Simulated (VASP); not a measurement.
# ZnS (F-43m) in VASP: further runs

The runs below take ZnS through single point, with LDA.

Everything below comes from runs of VASP 6.6.1. Logs are shortened: lines on timing, memory, paths and dates and some standing lists are left out, and cuts for length are marked.

**Experimental background.**

From “Electronic, vibrational, and thermodynamic properties of ZnS (zincblende and rocksalt structure)”, 2009, arxiv:0911.5022, for a bulk crystal of ZnS at 19 K: band gap 3.85 eV (direct).

The runs below are set against these values where they give the same quantity.

## 1. The cell of the first run

It takes space group F-43m (No. 216, cubic). The conventional cell has a = 5.147 Å, b = 5.147 Å, c = 5.147 Å, α = 90.00°, β = 90.00°, γ = 90.00°. Zn (site symmetry -43m) has 4 S at 2.23 Å within 2.9 Å. S (site symmetry -43m) has 4 Zn at 2.23 Å within 2.9 Å.

## 2. Single point, LDA

The input, INCAR:

```
SYSTEM = ZnS
ALGO     = Normal         ! electronic algorithm
EDIFF    = 1E-7           ! SCF threshold, eV
ENCUT    = 520            ! plane-wave cutoff, eV
GGA      = CA             ! functional
ISIF     = 2              ! what is computed and relaxed
ISMEAR   = 0              ! smearing method
LASPH    = .TRUE.         ! aspherical terms in the spheres
LCHARG   = .FALSE.        ! write CHGCAR
LREAL    = .FALSE.        ! projectors in reciprocal space
LWAVE    = .FALSE.        ! write WAVECAR
NBANDS   = 16             ! bands
NELM     = 60             ! most SCF steps
PREC     = Accurate       ! precision mode
SIGMA    = 0.01           ! smearing width, eV
```

The input, KPOINTS:

```
k-points
0
G
  10 10 10
  0 0 0
```

The input, POSCAR:

```
ZnS
1.0
    0.0000000000      2.5735474367      2.5735474367
    2.5735474367      0.0000000000      2.5735474367
    2.5735474367      2.5735474367      0.0000000000
Zn S
1 1
Direct
    0.0000000000      0.0000000000      0.0000000000
    0.7500000000      0.7500000000      0.7500000000
```

Potentials or basis: VASP PAW LDA potentials, release 64 (Zn, S).

The run is started by

```sh
> cat potpaw_LDA.64/Zn/POTCAR potpaw_LDA.64/S/POTCAR > POTCAR
> mpirun -np 1 vasp_std > vasp.out
```

OUTCAR:

```text
SYSTEM = ZnS
   EDIFF = 1E-7
   ENCUT = 520
   GGA = CA
   ISIF = 2
   ISMEAR = 0
   LASPH = .TRUE.
   LREAL = .FALSE.
   NELM = 60
   PREC = Accurate

 ion  position               nearest neighbor table
   1  0.000  0.000  0.000-   2 2.23   2 2.23   2 2.23   2 2.23
   2  0.750  0.750  0.750-   1 2.23   1 2.23   1 2.23   1 2.23

  LATTYP: Found a face centered cubic cell.
 ALAT       =     5.1470948734

  Lattice vectors:

 A1 = (   0.0000000000,   2.5735474367,   2.5735474367)
 A2 = (   2.5735474367,   0.0000000000,   2.5735474367)
 A3 = (   2.5735474367,   2.5735474367,   0.0000000000)

Analysis of symmetry for initial positions (statically):
=====================================================================
 Subroutine PRICEL returns:
 Original cell was already a primitive cell.

 Routine SETGRP: Setting up the symmetry group for a
 face centered cubic supercell.

 Subroutine GETGRP returns: Found 24 space group operations
 (whereof 24 operations were pure point group operations)
 out of a pool of 48 trial point group operations.

The static configuration has the point symmetry T_d .

Analysis of symmetry for dynamics (positions and initial velocities):
=====================================================================
 Subroutine PRICEL returns:
 Original cell was already a primitive cell.

 Routine SETGRP: Setting up the symmetry group for a
 face centered cubic supercell.

 Subroutine GETGRP returns: Found 24 space group operations
 (whereof 24 operations were pure point group operations)
 out of a pool of 48 trial point group operations.

The dynamic configuration has the point symmetry T_d .

 Subroutine INISYM returns: Found 24 space group operations
 (whereof 24 operations are pure point group operations),
 and found     1 'primitive' translations

----------------------------------------------------------------------------------------

                                     Primitive cell

  volume of cell :      34.0900

  direct lattice vectors                    reciprocal lattice vectors
     0.000000000  2.573547437  2.573547437    -0.194284354  0.194284354  0.194284354
     2.573547437  0.000000000  2.573547437     0.194284354 -0.194284354  0.194284354
     2.573547437  2.573547437  0.000000000     0.194284354  0.194284354 -0.194284354
[... 74 lines left out ...]
 SYSTEM =  ZnS
   PREC   = accura    normal or accurate (medium, high low for compatibility)
   ISTART =      0    job   : 0-new  1-cont  2-samecut
   ICHARG =      2    charge: 1-file 2-atom 10-const
   ISPIN  =      1    spin polarized calculation?
   LNONCOLLINEAR =      F non collinear calculations
   LSORBIT =      F    spin-orbit coupling
   LASPH  =      T    aspherical Exc in radial PAW
   ENCUT  =  520.0 eV  38.22 Ry    6.18 a.u.   6.77  6.77  6.77*2*pi/ulx,y,z
   NELM   =     60;   NELMIN=  2; NELMDL= -5     # of ELM steps
   EDIFF  = 0.1E-06   stopping-criterion for ELM
   LREAL  =      F    real-space projection
   EDIFFG = 0.1E-05   stopping-criterion for IOM
   NSW    =      0    number of steps for IOM
   IBRION =     -1    ionic relax: 0-MD 1-quasi-New 2-CG
   NFREE  =      0    steps in history (QN), initial steepest desc. (CG)
   ISIF   =      2    stress and relaxation
   ISYM   =      2    0-nonsym 1-usesym 2-fastsym
   POTIM  = 0.5000    time-step for ionic-motion
   TEBEG  =    0.0;   TEEND  =   0.0 temperature during run
   PSTRESS=    0.0 pullay stress
   NELECT =      18.0000    total number of electrons
   NUPDOWN=      -1.0000    fix difference up-down
   EMIN   =  10.00;   EMAX   =-10.00  energy-range for DOS
   EFERMI =   0.00;   METHOD = LEGACY
   ISMEAR =     0;   SIGMA  =   0.01  broadening in eV -4-tet -1-fermi 0-gaus
   EFERMI_NEDOS =   21; number of points for ismear=-14 and -15
   IALGO  =     38    algorithm
   IMIX   =      4    mixing-type and parameters
     AMIX     =   0.40;   BMIX     =  1.00
     AMIX_MAG =   1.60;   BMIX_MAG =  1.00
  volume/ion in A,a.u.               =      17.04       115.03
  Fermi-wavevector in a.u.,A,eV,Ry     =   1.323194  2.500474 23.821653  1.750842
  Thomas-Fermi vector in A             =   2.452820
   LORBIT       =      0    0 simple, 1 ext, 2 COOP (PROOUT), +10 PAW based schemes
   GGA     = CA    functional components
   LHFCALC =     F    Hartree Fock is set to
   AEXX    =    0.0000 exact exchange contribution
   IVDW    =     0    specifies the selected vdW correction
   LEPSILON=     F    determine dielectric tensor
   LRPA    =     F    only Hartree local field effects (RPA)
 non-spin polarized calculation
 Gauss-broadening in eV      SIGMA  =   0.01
  energy-cutoff  :      520.00
  volume of cell :       34.09
 maximum number of plane-waves:       941
   NGX = 13   NGY = 13   NGZ = 13

 number of electron      17.9999992 magnetization

 Free energy of the ion-electron system (eV)
  ---------------------------------------------------
  ext. energy  EPLUGINS =         0.00000000
  ---------------------------------------------------
  free energy    TOTEN  =        -8.12188777 eV

  energy without entropy =       -8.12188777  energy(sigma->0) =       -8.12188777

 E-fermi :   3.5797     XC(G=0): -10.7233

 val. band max:        3.4317661934   @ k =   0.0000   0.0000   0.0000
 cond. band min:       5.9956103287   @ k =   0.0000   0.0000   0.0000
 fundamental gap:      2.5638441353
 Fermi energy:         3.5796579704

 k-point     1 :       0.0000    0.0000    0.0000
  band No.  band energies     occupation
      1     -10.8128      2.00000
      2      -3.7720      2.00000
      3      -3.7720      2.00000
      4      -3.7720      2.00000
      5      -3.1071      2.00000
      6      -3.1071      2.00000
[... 433 lines left out ...]
      3      -3.4483      2.00000
      4      -3.4432      2.00000
      5      -3.0960      2.00000
      6      -3.0244      2.00000
[... 8 lines left out ...]
     15      17.0895      0.00000
     16      20.1630      0.00000

 [... further k-points ...]
[... 5 lines left out ...]
  --------------------------------------------------------------------------------------
  -------------------------------------------------------------------------------------
  Total        1.9907851      1.9907851      1.9907851      0.0000000      0.0000000      0.0000000
  in kB       93.5639260     93.5639260     93.5639260      0.0000000      0.0000000      0.0000000
  external PRESSURE =      93.5639260 kB  Pullay stress =       0.0000000 kB

 VOLUME and BASIS-vectors are now :
 -----------------------------------------------------------------------------
  energy-cutoff  :      520.00
  volume of cell :       34.09
      direct lattice vectors                 reciprocal lattice vectors
     0.000000000  2.573547437  2.573547437    -0.194284354  0.194284354  0.194284354
     2.573547437  0.000000000  2.573547437     0.194284354 -0.194284354  0.194284354
     2.573547437  2.573547437  0.000000000     0.194284354  0.194284354 -0.194284354

 POSITION                                       TOTAL-FORCE (eV/Angst)
 -----------------------------------------------------------------------------------
      0.00000      0.00000      0.00000        -0.000000      0.000000     -0.000000
      3.86032      3.86032      3.86032         0.000000     -0.000000      0.000000
 -----------------------------------------------------------------------------------
    total drift:                               -0.000001     -0.000001     -0.000000

  FREE ENERGIE OF THE ION-ELECTRON SYSTEM (eV)
  ---------------------------------------------------
  free  energy   TOTEN  =        -8.1218877716 eV

  energy  without entropy=       -8.1218877716  energy(sigma->0) =       -8.12188777
```

It took 32 s on 1 thread of Intel Xeon 8259CL, shared host; peak memory 0.15 GiB.

Results:

```
Free energy            : -8.1219 eV
Pressure               : 9.4 GPa
Band gap on the k mesh : 2.56 eV
```

Caveat: the cell stands under pressure.

## 3. Single point, LDA

This run uses another cell than the first one, of 18.57 Å³/atom.

The input, INCAR:

```
SYSTEM = ZnS
  PREC = Accurate
  ENCUT = 520
  EDIFF = 1E-6
  ISMEAR = 0
  SIGMA = 0.02
  LREAL = .False.
  LASPH = .True.
  NELM = 80
  ALGO = Normal
  ISIF = 2
  LWAVE = .False.
  LCHARG = .False.
  NBANDS = 16
```

The input, KPOINTS:

```
regular mesh
0
Gamma
  10 10 10
  0 0 0
```

The input, POSCAR:

```
ZnS
1.0
    0.0000000000      2.6483447010      2.6483447010
    2.6483447010      0.0000000000      2.6483447010
    2.6483447010      2.6483447010      0.0000000000
Zn S
1 1
Direct
    0.0000000000      0.0000000000      0.0000000000
    0.7500000000      0.7500000000      0.7500000000
```

Potentials or basis: VASP PAW LDA potentials, release 64 (Zn, S).

The run is started by

```sh
> cat potpaw_LDA.64/Zn/POTCAR potpaw_LDA.64/S/POTCAR > POTCAR
> mpirun -np 1 vasp_std > vasp.out
```

Wall time 35 s (1 thread of Intel Xeon 8259CL, shared host); peak memory 0.15 GiB.

The run converged. Its results:

```
Free energy            : -8.2079 eV
Pressure               : 0.2 GPa
Band gap on the k mesh : 2.16 eV
```

Levels at points of the mesh, in eV from the valence-band top:
```csv
k point,band 6,band 7,band 8,band 9,band 10,band 11,band 12,band 13
"(0.00, 0.00, 0.00)",-6.20,0.00,0.00,0.00,2.16,6.21,6.21,6.21
"(0.50, 0.00, 0.00)",-5.98,-5.78,-0.97,-0.97,3.23,6.76,6.76,8.85
"(0.50, 0.50, 0.00)",-5.96,-4.91,-2.47,-2.47,3.06,3.89,11.16,12.20
```

## 4. Comparison with measurements

Step 3. A measured gap of ZnS is 3.85 eV (direct; 19 K; quoted in “Electronic, vibrational, and thermodynamic properties of ZnS (zincblende and rocksalt structure)”, 2009, arxiv:0911.5022); the calculated 2.16 eV misses it by -1.69 eV. The value is that of LDA, without temperature or zero-point motion. Semilocal functionals fall short of measured gaps as a rule.
